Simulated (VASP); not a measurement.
# CuI (F-43m) in VASP: settings compared

The runs below take CuI through electric field gradients, with PBEsol+D4, r2SCAN, PBE.

All numbers are computed with VASP 6.6.1; they aren't measurements. Logs are shortened: lines on timing, memory, paths and dates and some standing lists are left out, and cuts for length are marked.

### Step 1. The cell of the first run

Symmetry: F-43m, No. 216, cubic system. Conventional cell: a = 6.063 Å, b = 6.063 Å, c = 6.063 Å, α = 90.00°, β = 90.00°, γ = 90.00°. Within 3.5 Å of Cu (site symmetry -43m) lie 4 I at 2.63 Å. I (site symmetry -43m) has 4 Cu at 2.63 Å within 3.5 Å.

### Step 2. Electric field gradients, PBEsol+D4

INCAR

```
ALGO = Normal
EDIFF = 1E-8
ENCUT = 520
GGA = PS
ISIF = 2
ISMEAR = -1
IVDW = 13
LASPH = T
LCHARG = F
LEFG = T
LREAL = F
LWAVE = F
NBANDS = 16
NELM = 80
PREC = Accurate
SIGMA = 0.03
```

KPOINTS

```
k-points
0
Gamma
  9 9 9
```

POSCAR

```
CuI
1.0
    0.0000000000      3.0315000000      3.0315000000
    3.0315000000      0.0000000000      3.0315000000
    3.0315000000      3.0315000000      0.0000000000
Cu I
1 1
Direct
    0.7500000000      0.7500000000      0.7500000000
    0.0000000000      0.0000000000      0.0000000000
```

Potentials or basis: VASP PAW PBE potentials, release 64 (Cu, I).

Launch:

```
$ cat potpaw_PBE.64/Cu/POTCAR potpaw_PBE.64/I/POTCAR > POTCAR
$ mpirun -np 1 vasp_std > vasp.out
```

OUTCAR:

```text
EDIFF = 1E-8
   ENCUT = 520
   GGA = PS
   ISIF = 2
   ISMEAR = -1
   IVDW = 13
   LASPH = T
   LREAL = F
   NELM = 80
   PREC = Accurate

 ion  position               nearest neighbor table
   1  0.750  0.750  0.750-   2 2.63   2 2.63   2 2.63   2 2.63
   2  0.000  0.000  0.000-   1 2.63   1 2.63   1 2.63   1 2.63

  LATTYP: Found a face centered cubic cell.
 ALAT       =     6.0630000000

  Lattice vectors:

 A1 = (   0.0000000000,   3.0315000000,   3.0315000000)
 A2 = (   3.0315000000,   0.0000000000,   3.0315000000)
 A3 = (   3.0315000000,   3.0315000000,   0.0000000000)

Analysis of symmetry for initial positions (statically):
=====================================================================
 Subroutine PRICEL returns:
 Original cell was already a primitive cell.

 Routine SETGRP: Setting up the symmetry group for a
 face centered cubic supercell.

 Subroutine GETGRP returns: Found 24 space group operations
 (whereof 24 operations were pure point group operations)
 out of a pool of 48 trial point group operations.

The static configuration has the point symmetry T_d .

Analysis of symmetry for dynamics (positions and initial velocities):
=====================================================================
 Subroutine PRICEL returns:
 Original cell was already a primitive cell.

 Routine SETGRP: Setting up the symmetry group for a
 face centered cubic supercell.

 Subroutine GETGRP returns: Found 24 space group operations
 (whereof 24 operations were pure point group operations)
 out of a pool of 48 trial point group operations.

The dynamic configuration has the point symmetry T_d .

 Subroutine INISYM returns: Found 24 space group operations
 (whereof 24 operations are pure point group operations),
 and found     1 'primitive' translations

----------------------------------------------------------------------------------------

                                     Primitive cell

  volume of cell :      55.7189

  direct lattice vectors                    reciprocal lattice vectors
     0.000000000  3.031500000  3.031500000    -0.164934851  0.164934851  0.164934851
     3.031500000  0.000000000  3.031500000     0.164934851 -0.164934851  0.164934851
     3.031500000  3.031500000  0.000000000     0.164934851  0.164934851 -0.164934851

  length of vectors
     4.287188414  4.287188414  4.287188414     0.285675541  0.285675541  0.285675541

  position of ions in fractional coordinates (direct lattice)
     0.750000000  0.750000000  0.750000000
     0.000000000  0.000000000  0.000000000

  ion indices of the primitive-cell ions
   primitive index   ion index
                 1           1
                 2           2

----------------------------------------------------------------------------------------

 KPOINTS: k-points

Automatic generation of k-mesh.
 Grid dimensions read from file:
 generate k-points for:    9    9    9

 Generating k-lattice:

  Cartesian coordinates                     Fractional coordinates (reciprocal lattice)
    -0.018326095  0.018326095  0.018326095     0.111111111  0.000000000  0.000000000
     0.018326095 -0.018326095  0.018326095     0.000000000  0.111111111  0.000000000
     0.018326095  0.018326095 -0.018326095     0.000000000  0.000000000  0.111111111

  Length of vectors
     0.031741727  0.031741727  0.031741727

  Shift w.r.t. Gamma in fractional coordinates (k-lattice)
     0.000000000  0.000000000  0.000000000

 Subroutine IBZKPT returns following result:
 ===========================================

 Found     35 irreducible k-points:

 Following reciprocal coordinates:
            Coordinates               Weight
  0.000000  0.000000  0.000000      1.000000
  0.111111  0.000000  0.000000      8.000000
  0.222222  0.000000  0.000000      8.000000
  0.333333  0.000000  0.000000      8.000000
  0.444444  0.000000  0.000000      8.000000
  0.111111  0.111111  0.000000      6.000000
[... 16 lines left out ...]
 -0.333333  0.333333  0.000000     12.000000
  0.444444  0.444444  0.000000      6.000000
 [... further k-points ...]
   k-points           NKPTS =     35   k-points in BZ     NKDIM =     35   number of bands    NBANDS=     16
   number of dos      NEDOS =    301   number of ions     NIONS =      2
   total plane-waves  NPLWV =  32768
   dimension x,y,z NGX =    32 NGY =   32 NGZ =   32
   dimension x,y,z NGXF=    64 NGYF=   64 NGZF=   64
   ions per type =               1   1
   NGX,Y,Z   is equivalent  to a cutoff of  12.41, 12.41, 12.41 a.u.
   NGXF,Y,Z  is equivalent  to a cutoff of  24.82, 24.82, 24.82 a.u.
 SYSTEM =  unknown system
   PREC   = accura    normal or accurate (medium, high low for compatibility)
   ISTART =      0    job   : 0-new  1-cont  2-samecut
   ICHARG =      2    charge: 1-file 2-atom 10-const
   ISPIN  =      1    spin polarized calculation?
   LNONCOLLINEAR =      F non collinear calculations
   LSORBIT =      F    spin-orbit coupling
   LASPH  =      T    aspherical Exc in radial PAW
   ENCUT  =  520.0 eV  38.22 Ry    6.18 a.u.   7.97  7.97  7.97*2*pi/ulx,y,z
   NELM   =     80;   NELMIN=  2; NELMDL= -5     # of ELM steps
   EDIFF  = 0.1E-07   stopping-criterion for ELM
   LREAL  =      F    real-space projection
   EDIFFG = 0.1E-06   stopping-criterion for IOM
   NSW    =      0    number of steps for IOM
   IBRION =     -1    ionic relax: 0-MD 1-quasi-New 2-CG
   NFREE  =      0    steps in history (QN), initial steepest desc. (CG)
   ISIF   =      2    stress and relaxation
   ISYM   =      2    0-nonsym 1-usesym 2-fastsym
   POTIM  = 0.5000    time-step for ionic-motion
   TEBEG  =    0.0;   TEEND  =   0.0 temperature during run
   PSTRESS=    0.0 pullay stress
   NELECT =      18.0000    total number of electrons
   NUPDOWN=      -1.0000    fix difference up-down
   EMIN   =  10.00;   EMAX   =-10.00  energy-range for DOS
   EFERMI =   0.00;   METHOD = LEGACY
   ISMEAR =    -1;   SIGMA  =   0.03  broadening in eV -4-tet -1-fermi 0-gaus
   EFERMI_NEDOS =   21; number of points for ismear=-14 and -15
   IALGO  =     38    algorithm
   IMIX   =      4    mixing-type and parameters
     AMIX     =   0.40;   BMIX     =  1.00
     AMIX_MAG =   1.60;   BMIX_MAG =  1.00
  volume/ion in A,a.u.               =      27.86       188.00
  Fermi-wavevector in a.u.,A,eV,Ry     =   1.123306  2.122741 17.168055  1.261816
  Thomas-Fermi vector in A             =   2.259971
   LORBIT       =      0    0 simple, 1 ext, 2 COOP (PROOUT), +10 PAW based schemes
   GGA     = PS    functional components
   LHFCALC =     F    Hartree Fock is set to
   AEXX    =    0.0000 exact exchange contribution
   IVDW    =    13    specifies the selected vdW correction
   LEPSILON=     F    determine dielectric tensor
   LRPA    =     F    only Hartree local field effects (RPA)
 non-spin polarized calculation
  energy-cutoff  :      520.00
  volume of cell :       55.72
 maximum number of plane-waves:      1516
   NGX = 15   NGY = 15   NGZ = 15

 number of electron      18.0000014 magnetization

 Free energy of the ion-electron system (eV)
  ---------------------------------------------------
  ext. energy  EPLUGINS =         0.00000000
  ---------------------------------------------------
  free energy    TOTEN  =        -6.29469091 eV

  energy without entropy =       -6.29469091  energy(sigma->0) =       -6.29469091

 E-fermi :   4.8175     XC(G=0):  -9.1392

 val. band max:        4.2829496794   @ k =   0.0000   0.0000   0.0000
 cond. band min:       5.3113219417   @ k =   0.0000   0.0000   0.0000
 fundamental gap:      1.0283722623
 Fermi energy:         4.8175416518

 k-point     1 :       0.0000    0.0000    0.0000
  band No.  band energies     occupation
      1      -9.7455      2.00000
      2       0.6382      2.00000
      3       0.6382      2.00000
      4       0.6382      2.00000
      5       2.4098      2.00000
      6       2.4098      2.00000
[... 8 lines left out ...]
     15      13.8568      0.00000
     16      13.8568      0.00000

 k-point     2 :       0.1111    0.0000    0.0000
  band No.  band energies     occupation
      1      -9.6875      2.00000
      2       0.3977      2.00000
      3       0.6430      2.00000
      4       0.6430      2.00000
      5       2.4045      2.00000
      6       2.4045      2.00000
[... 8 lines left out ...]
     15      13.2465      0.00000
     16      13.2465      0.00000

 k-point     3 :       0.2222    0.0000    0.0000
  band No.  band energies     occupation
      1      -9.5334      2.00000
      2      -0.2005      2.00000
      3       0.6529      2.00000
      4       0.6529      2.00000
      5       2.3993      2.00000
      6       2.3993      2.00000
[... 8 lines left out ...]
     15      12.9071      0.00000
     16      13.1772      0.00000

 k-point     4 :       0.3333    0.0000    0.0000
  band No.  band energies     occupation
      1      -9.3434      2.00000
      2      -0.8555      2.00000
      3       0.6600      2.00000
      4       0.6600      2.00000
      5       2.4112      2.00000
      6       2.4112      2.00000
[... 8 lines left out ...]
     15      13.4639      0.00000
     16      13.4639      0.00000

 k-point     5 :       0.4444    0.0000    0.0000
  band No.  band energies     occupation
      1      -9.2091      2.00000
      2      -1.2704      2.00000
      3       0.6619      2.00000
      4       0.6619      2.00000
      5       2.4333      2.00000
      6       2.4333      2.00000
[... 8 lines left out ...]
     15      14.7004      0.00000
     16      14.7004      0.00000

 k-point     6 :       0.1111    0.1111    0.0000
  band No.  band energies     occupation
      1      -9.6682      2.00000
      2       0.3655      2.00000
      3       0.6250      2.00000
      4       0.6250      2.00000
      5       2.3840      2.00000
      6       2.4199      2.00000
[... 8 lines left out ...]
     15      13.3167      0.00000
     16      13.9800      0.00000
[... 267 lines left out ...]
 k-point    21 :       0.4444    0.3333    0.0000
  band No.  band energies     occupation
      1      -9.0939      2.00000
      2      -1.0756      2.00000
      3       0.4029      2.00000
      4       0.5547      2.00000
      5       2.3098      2.00000
      6       2.4779      2.00000
[... 8 lines left out ...]
     15      15.5098      0.00000
     16      16.7014      0.00000

 k-point    22 :      -0.4444    0.3333    0.0000
  band No.  band energies     occupation
      1      -9.0292      2.00000
      2      -1.0481      2.00000
      3       0.0127      2.00000
      4       0.5817      2.00000
      5       2.3012      2.00000
      6       2.4485      2.00000
[... 8 lines left out ...]
     15      14.7711      0.00000
     16      16.9284      0.00000

 k-point    23 :      -0.3333    0.3333    0.0000
  band No.  band energies     occupation
      1      -9.0481      2.00000
      2      -0.8596      2.00000
      3      -0.2875      2.00000
      4       0.6255      2.00000
      5       2.2893      2.00000
      6       2.4083      2.00000
[... 8 lines left out ...]
     15      13.5553      0.00000
     16      17.4583      0.00000

 k-point    24 :       0.4444    0.4444    0.0000
  band No.  band energies     occupation
      1      -9.0276      2.00000
      2      -1.2550      2.00000
      3       0.5335      2.00000
      4       0.5335      2.00000
      5       2.3326      2.00000
      6       2.4943      2.00000
[... 8 lines left out ...]
     15      15.4725      0.00000
     16      16.6994      0.00000

 [... further k-points ...]

------------------------ aborting loop because EDIFF is reached ----------------------------------------

  DFT-D4 for vdW energy calculation

  Edisp (eV):   -0.42885

  FORCE on cell =-STRESS in cart. coord.  units (eV):
  Direction    XX          YY          ZZ          XY          YZ          ZX
  --------------------------------------------------------------------------------------
  -------------------------------------------------------------------------------------
  Total      -1.26742    -1.26742    -1.26742     0.00000     0.00000    -0.00000
  in kB     -36.44419   -36.44419   -36.44419     0.00000     0.00000    -0.00000
  external pressure =      -36.44 kB  Pullay stress =        0.00 kB

 VOLUME and BASIS-vectors are now :
 -----------------------------------------------------------------------------
  energy-cutoff  :      520.00
  volume of cell :       55.72
      direct lattice vectors                 reciprocal lattice vectors
     0.000000000  3.031500000  3.031500000    -0.164934851  0.164934851  0.164934851
     3.031500000  0.000000000  3.031500000     0.164934851 -0.164934851  0.164934851
     3.031500000  3.031500000  0.000000000     0.164934851  0.164934851 -0.164934851

 POSITION                                       TOTAL-FORCE (eV/Angst)
 -----------------------------------------------------------------------------------
      4.54725      4.54725      4.54725         0.000000      0.000000      0.000000
      0.00000      0.00000      0.00000        -0.000000     -0.000000     -0.000000
 -----------------------------------------------------------------------------------
    total drift:                               -0.000000     -0.000000     -0.000000

  FREE ENERGIE OF THE ION-ELECTRON SYSTEM (eV)
  ---------------------------------------------------
  free  energy   TOTEN  =        -6.7235361349 eV

  energy  without entropy=       -6.7235361347  energy(sigma->0) =       -6.72353613

 Electric field gradients (V/A^2)
---------------------------------------------------------------------
 ion       V_xx      V_yy      V_zz      V_xy      V_xz      V_yz
---------------------------------------------------------------------
   1      -0.000     0.000     0.000    -0.001    -0.001    -0.001
   2      -0.000    -0.000     0.000     0.000     0.000     0.000
---------------------------------------------------------------------

 Electric field gradients after diagonalization (V/A^2)
 (convention: |V_zz| > |V_xx| > |V_yy|)
----------------------------------------------------------------------
 ion       V_xx      V_yy      V_zz     asymmetry (V_yy - V_xx)/ V_zz
----------------------------------------------------------------------
   1       0.001     0.001    -0.002       0.000
   2      -0.000    -0.000     0.001       0.000
----------------------------------------------------------------------

           NMR quadrupolar parameters

 Cq : quadrupolar parameter    Cq=e*Q*V_zz/h
 eta: asymmetry parameters     (V_yy - V_xx)/ V_zz
 Q  : nuclear electric quadrupole moment in mb (millibarn)
----------------------------------------------------------------------
 ion       Cq(MHz)       eta       Q (mb)
----------------------------------------------------------------------
   1      -0.000       0.000       1.000
   2       0.000       0.000       1.000
----------------------------------------------------------------------
```

Wall time 76 s (1 thread of AMD EPYC 7R13, shared host); peak memory 0.16 GiB.

What came out:

```yaml
Free_energy: -6.7235 eV
Pressure: -3.6 GPa
Band_gap_on_the_k_mesh: 1.03 eV, direct
Dispersion_energy_per_atom: -0.214 eV
```

Levels at points of the mesh, in eV from the valence-band top:
```tsv
k point	band 5	band 6	band 7	band 8	band 9	band 10	band 11	band 12	band 13	band 14
(0.00, 0.00, 0.00)	-1.87	-1.87	0.00	0.00	0.00	1.03	4.83	4.83	4.83	8.04
```

Caveat: without QUAD_EFG the Cq values of the log hold for a quadrupole moment of 1 mb, not for the nuclei; the PAW data sets were made with another functional, which shifts forces and pressure a little; spin-orbit coupling is left out, which moves the levels of the heavy elements. PBEsol gaps usually lie below the measured ones, often by a third to a half.

[end of part 1 of 2]
